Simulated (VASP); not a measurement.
Input of a VASP 6.6.1 run:

File INCAR:

```
PREC = Accurate
ENCUT = 520
EDIFF = 1E-6
ISMEAR = 0
SIGMA = 0.05
LREAL = False
LASPH = True
NELM = 100
ALGO = Normal
ISIF = 2
LWAVE = False
LCHARG = False
GGA = PE
NBANDS = 31
```

Contents of KPOINTS:

```
Automatic mesh
0
Gamma
  6 6 4
```

POSCAR

```
HfO2
1.0
    3.4240895724      0.0000000000      0.0000000000
    0.0000000000      3.4240895724      0.0000000000
    0.0000000000      0.0000000000      5.1323679760
Hf O
2 4
Direct
    0.5000000000      0.5000000000      0.5000000000
    0.0000000000      0.0000000000      0.0000000000
    0.0000000000      0.5000000000      0.6932521152
    0.5000000000      0.0000000000      0.8067478848
    0.5000000000      0.0000000000      0.3067478848
    0.0000000000      0.5000000000      0.1932521152
```

Potentials or basis: VASP PAW PBE potentials, release 64 (Hf_pv, O).

Launch:

```console
$ cat potpaw_PBE.64/Hf_pv/POTCAR potpaw_PBE.64/O/POTCAR > POTCAR
$ mpirun -np 1 vasp_std > vasp.out
```

**Question.** What does it give for the band gap on the k mesh?

**Answer.** 5.13 eV (least direct gap 5.21 eV).

**Question.** Predict the pressure.

**Answer.** 36.4 GPa.

**Question.** What does it give for the largest force?

**Answer.** 0.758 eV/Å.

Stress tensor (GPa, compression positive):
```
41.60  0.00  0.00
 0.00 41.60  0.00
 0.00  0.00 26.11
```

Caveat: the cell differs from its parent crystal (strain -0.050 along x and y, -0.025 along z); the cell stands under pressure; spin-orbit coupling is left out, which moves the levels of the heavy elements. A k mesh can miss the band edges.
